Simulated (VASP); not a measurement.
Write the native input for VASP 6.6.1 that does the following.

```yaml
Task: single point
Functional: HSE06
Potentials_or_basis: VASP PAW PBE potentials, release 64 (Ti_sv, O)
Cutoff: 520 eV
k_mesh: 6 × 6 × 6
Occupations: gaussian, width 0.01 eV
Spin: no spin polarisation
Dipole_correction: no
Grid_for_exact_exchange_PRECFOCK: Normal
Further_INCAR_settings: ALGO = Normal; EDIFF = 1e-06; NBANDS = 19
Share_of_exact_exchange: 0.25
Screening_parameter: 0.2079 1/Å
```

Crystal: TiO2.

```
Ti O
1.0
     0.00000    2.39683    2.39683
     2.39683    0.00000    2.39683
     2.39683    2.39683    0.00000
Ti O
1 2
Cartesian
  0.0000 0.0000 0.0000
  1.1984 1.1984 1.1984
  3.5952 3.5952 3.5952
```

These files were run (other wordings do the same):

POSCAR

```
TiO2
1.0
    0.0000000000      2.3968272525      2.3968272525
    2.3968272525      0.0000000000      2.3968272525
    2.3968272525      2.3968272525      0.0000000000
Ti O
1 2
Direct
    0.0000000000      0.0000000000      0.0000000000
    0.2500000000      0.2500000000      0.2500000000
    0.7500000000      0.7500000000      0.7500000000
```

INCAR.step1

```
SYSTEM = TiO2
PREC     = Accurate       ! precision mode
ENCUT    = 520            ! plane-wave cutoff, eV
EDIFF    = 1E-5           ! SCF threshold, eV
ISMEAR   = 0              ! smearing method
SIGMA    = 0.01           ! smearing width, eV
LREAL    = .False.        ! projectors in reciprocal space
LASPH    = .True.         ! aspherical terms in the spheres
NELM     = 80             ! most SCF steps
ALGO     = Normal         ! electronic algorithm
ISIF     = 2              ! what is computed and relaxed
LWAVE    = .True.         ! write WAVECAR
LCHARG   = .False.        ! write CHGCAR
GGA      = PE             ! functional
NBANDS   = 19             ! bands
```

INCAR.step2

```
SYSTEM = TiO2
PREC     = Accurate       ! precision mode
ENCUT    = 520            ! plane-wave cutoff, eV
EDIFF    = 1E-6           ! SCF threshold, eV
ISMEAR   = 0              ! smearing method
SIGMA    = 0.01           ! smearing width, eV
LREAL    = .False.        ! projectors in reciprocal space
LASPH    = .True.         ! aspherical terms in the spheres
NELM     = 80             ! most SCF steps
ALGO     = Normal         ! electronic algorithm
ISIF     = 2              ! what is computed and relaxed
LWAVE    = .False.        ! write WAVECAR
LCHARG   = .False.        ! write CHGCAR
GGA      = PE             ! functional
LHFCALC  = .True.         ! exact exchange
HFSCREEN = 0.2079         ! screening, 1/A
PRECFOCK = Normal       
ISTART   = 1            
NBANDS   = 19             ! bands
```

KPOINTS

```
Automatic mesh
0
Gamma
  6 6 6
  0 0 0
```

Potentials or basis: VASP PAW PBE potentials, release 64 (Ti_sv, O).

Launch:

```bash
$ cat potpaw_PBE.64/Ti_sv/POTCAR potpaw_PBE.64/O/POTCAR > POTCAR
$ cp INCAR.step1 INCAR
$ mpirun -np 1 vasp_std > vasp.out
$ cp INCAR.step2 INCAR
$ mpirun -np 1 vasp_std > vasp.out
```

It gave:

```
Pressure               : -3.0 GPa
Band gap on the k mesh : 2.60 eV (least direct gap 3.32 eV)
```

Caveat: the PAW data sets were made with another functional, which shifts forces and pressure a little.

It took 25 min on 1 thread of Intel(R) Xeon(R) 6975P-C (Granite Rapids), on a shared host, peak memory 0.26 GiB.
